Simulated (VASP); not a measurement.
# Sb in VASP: a series of runs, part 2 of 2

VASP 6.6.1. The steps go on from the part before.

### 5 Single point, PBE

This run uses another cell than the first one: it holds 1 atom, not 5.

The input, INCAR:

```
PREC     = Accurate       # precision mode
ENCUT    = 520            # plane-wave cutoff, eV
EDIFF    = 1E-6           # SCF threshold, eV
ISMEAR   = 0              # smearing method
SIGMA    = 0.1            # smearing width, eV
LREAL    = F              # projectors in reciprocal space
LASPH    = T              # aspherical terms in the spheres
NELM     = 80             # most SCF steps
ALGO     = Normal         # electronic algorithm
ISIF     = 2              # what is computed and relaxed
LWAVE    = F              # write WAVECAR
LCHARG   = T              # write CHGCAR
GGA      = PE             # functional
LELF     = T              # ELF
LVHAR    = T            
NBANDS   = 8              # bands
```

The input, KPOINTS:

```
regular mesh
0
Gamma
  18 18 18
```

The input, POSCAR:

```
Sb
1.0
    2.1982909741     -2.1993429149      0.0000000000
    2.1982909741      2.1993429149      0.0000000000
    0.0000000000      0.0000000000      3.1092738864
Sb
1
Direct
    0.0000000000      0.0000000000      0.0000000000
```

Started as:

```console
$ cat potpaw_PBE.64/Sb/POTCAR > POTCAR
$ mpirun -np 1 vasp_std > vasp.out
```

It took 35 s on 1 thread of Intel Xeon 6975P-C (Granite Rapids), shared host; peak memory 0.32 GiB.

The run converged. Its results:

```yaml
Free_energy: -4.0939 eV
Pressure: 0.0 GPa
Band_gap_on_the_k_mesh: zero (an odd number of electrons rules out a gap without spin polarisation)
```

Levels at points of the mesh, in eV from the Fermi level:
| k point | band 1 | band 2 | band 3 | band 4 | band 5 | band 6 | band 7 |
| --- | --- | --- | --- | --- | --- | --- | --- |
| (0.00, 0.00, 0.00) | -12.36 | 3.21 | 3.22 | 3.22 | 6.88 | 6.88 | 8.18 |
| (0.50, 0.00, 0.00) | -9.97 | -5.55 | 5.20 | 5.20 | 8.95 | 10.55 | 11.39 |
| (0.50, 0.50, 0.00) | -7.43 | -3.53 | -3.53 | 2.18 | 7.21 | 12.75 | 13.20 |
| (0.00, 0.00, 0.50) | -9.97 | -5.55 | 5.20 | 5.20 | 8.95 | 10.55 | 11.38 |
| (0.50, 0.00, 0.50) | -7.43 | -3.53 | -3.53 | 2.18 | 7.21 | 12.74 | 13.20 |
| (0.50, 0.50, 0.50) | -4.60 | -1.64 | -1.63 | -1.63 | 4.81 | 4.81 | 4.82 |

Caveat: spin-orbit coupling is left out, which moves the levels of the heavy elements.

### 6 Relaxation of cell and atoms, PBE

The input, INCAR:

```
SYSTEM = Sb
PREC = Accurate
ENCUT = 600
EDIFF = 1E-6
ISMEAR = 0
SIGMA = 0.1
LREAL = .False.
LASPH = .True.
NELM = 60
ALGO = Normal
ISIF = 3
LWAVE = .False.
LCHARG = .False.
GGA = PE
IBRION = 2
NSW = 90
EDIFFG = -0.04
```

The input, KPOINTS:

```
Automatic mesh
0
Gamma
  4 4 4
  0 0 0
```

The input, POSCAR:

```
Sb
1.0
    4.0829594500      0.0000000000      0.0000000000
    0.0085950200      4.9933443000      0.0000000000
    2.0324651700      1.6476208300      5.8734933900
Sb
5
Direct
    0.8888540300      0.6072760200      0.7080580000
    0.2926819900      0.2066040000      0.8889120200
    0.7073180100      0.7933960000      0.1110879800
    0.1111459700      0.3927239800      0.2919420000
    0.5000000000      0.0000000000      0.5000000000
```

Potentials or basis: VASP PAW PBE potentials, release 64 (Sb).

Started as:

```console
$ cat potpaw_PBE.64/Sb/POTCAR > POTCAR
$ mpirun -np 1 vasp_std > vasp.out
```

Run time: 3.9 min. Hardware: 1 thread of Intel Xeon 6975P-C (Granite Rapids), shared host; peak memory 0.31 GiB.

It converged, with:

| Quantity | Value |
| --- | --- |
| Free energy | -20.5416 eV |
| Relaxed volume | 29.81 Å³/atom |
| Relaxed cell | a = 4.419 Å, b = 5.356 Å, c = 6.932 Å, α = 74.28°, β = 71.44°, γ = 90.03° |
| Space group after relaxing (to 0.1 Å) | Cmmm (No. 65) |
| Energy gained by relaxing | 334.1 meV/atom |
| Ionic steps | 10 |
| Pressure after relaxing | 0.1 GPa |
| Largest force after relaxing | 0.032 eV/Å |
| Band gap on the k mesh | zero (an odd number of electrons rules out a gap without spin polarisation) |

Forces on the atoms (eV/Å):
```
Sb   0.000 -0.001 -0.026
Sb   0.007 -0.026 -0.017
Sb  -0.007  0.026  0.017
Sb   0.000  0.001  0.026
Sb   0.000  0.000  0.000
```

The path:
| step | energy change (eV) | largest force (eV/Å) | pressure (GPa) | volume (Å³) |
| --- | --- | --- | --- | --- |
| 1 | 0.0000 | 0.6245 | 21.17 | 119.75 |
| 2 | -0.7203 | 0.1183 | -7.13 | 183.38 |
| 3 | -1.6320 | 0.2609 | -0.30 | 150.36 |
| 4 | -1.6325 | 0.2654 | -0.06 | 149.70 |
| 5 | -1.6448 | 0.2324 | -0.01 | 149.60 |
| 6 | -1.6466 | 0.2147 | 0.02 | 149.54 |
| 7 | -1.6567 | 0.1628 | -0.02 | 149.54 |
| 8 | -1.6699 | 0.0449 | -0.11 | 149.53 |
| 9 | -1.6699 | 0.0433 | -0.11 | 149.53 |
| 10 | -1.6704 | 0.0321 | 0.07 | 149.03 |

Final structure:
```yaml
crystal:
  lattice:
    - [4.41882, -0.00492, 0.00366]
    - [0.00318, 5.35534, 0.04743]
    - [2.20301, 1.82085, 6.31562]
  atoms:
    - { symbol: Sb, position: [0.89956, 0.60013, 0.70080] }
    - { symbol: Sb, position: [0.29933, 0.20082, 0.90058] }
    - { symbol: Sb, position: [0.70067, 0.79918, 0.09942] }
    - { symbol: Sb, position: [0.10044, 0.39987, 0.29920] }
    - { symbol: Sb, position: [0.50000, 0.00000, 0.50000] }
```

Levels at points of the mesh, in eV from the Fermi level:
```tsv
k point	band 9	band 10	band 11	band 12	band 13	band 14	band 15	band 16
(0.00, 0.00, 0.00)	-2.79	-2.40	-2.39	1.16	1.17	1.81	1.81	2.90
(0.50, 0.00, 0.00)	-3.57	-2.39	-2.38	-1.20	-1.16	0.59	0.61	2.12
(0.00, 0.50, 0.00)	-1.84	-1.84	-0.39	-0.37	-0.04	-0.04	0.59	0.62
(0.50, 0.50, 0.00)	-3.25	-3.24	-0.68	-0.68	1.07	1.12	2.31	2.33
(0.00, 0.00, 0.50)	-2.58	-0.67	-0.63	-0.57	-0.56	0.25	0.26	2.14
(0.50, 0.00, 0.50)	-3.57	-2.40	-2.38	-1.19	-1.16	0.60	0.61	2.12
(0.00, 0.50, 0.50)	-2.11	-1.80	-1.69	-1.65	-1.64	-1.57	2.80	2.82
(0.50, 0.50, 0.50)	-3.24	-3.24	-0.69	-0.68	1.07	1.11	2.32	2.34
```

Caveat: the k points lie up to 0.38 Å⁻¹ apart in the final cell, too coarse for converged energies and pressures of a metal; the volume moved by over 15 % at a fixed basis, so the end points are rough; spin-orbit coupling is left out, which moves the levels of the heavy elements.

### 7 Overview

| task | cell | k mesh | cutoff (eV) | smearing | gap on the mesh (eV) | pressure (GPa) | largest force (eV/Å) |
| --- | --- | --- | --- | --- | --- | --- | --- |
| single point | a = 4.083, b = 4.993, c = 6.430 Å, angles 75.1, 71.6, 89.9°, 5 atoms, atomic positions A | 4 × 4 × 4 | 520 | gaussian 0.1 eV | none | 21.2 | 0.62 |
| single point | a = 6.219, b = 6.219, c = 6.219 Å, 8 atoms, atomic positions B | 4 × 4 × 4 | 520 | gaussian 0.2 eV | none | 0.2 | - |
| single point | a = 4.429, b = 5.350, c = 6.937 Å, angles 74.2, 71.4, 90.0°, 5 atoms, atomic positions C | 4 × 4 × 4 | 520 | gaussian 0.1 eV | none | 0.0 | - |
| single point | a = 3.110 Å, 1 atom, atomic positions D | 18 × 18 × 18 | 520 | gaussian 0.1 eV | none | 0.0 | - |
| relaxation of cell and atoms | relaxed from a = 4.083, b = 4.993, c = 6.430 Å, angles 75.1, 71.6, 89.9°, 5 atoms, atomic positions A | 4 × 4 × 4 | 600 | gaussian 0.1 eV | none | 0.1 | 0.03 |

Alike in all rows: level PBE; potentials or basis VASP PAW PBE potentials, release 64 (Sb); no spin polarisation.

Caveats: some runs use coarse meshes; spin-orbit coupling is left out, which moves the levels of the heavy elements; the volume moved by over 15 % at a fixed basis, so the end points are rough (at least some runs).

Absolute energies hang on the potentials; compare differences alone.
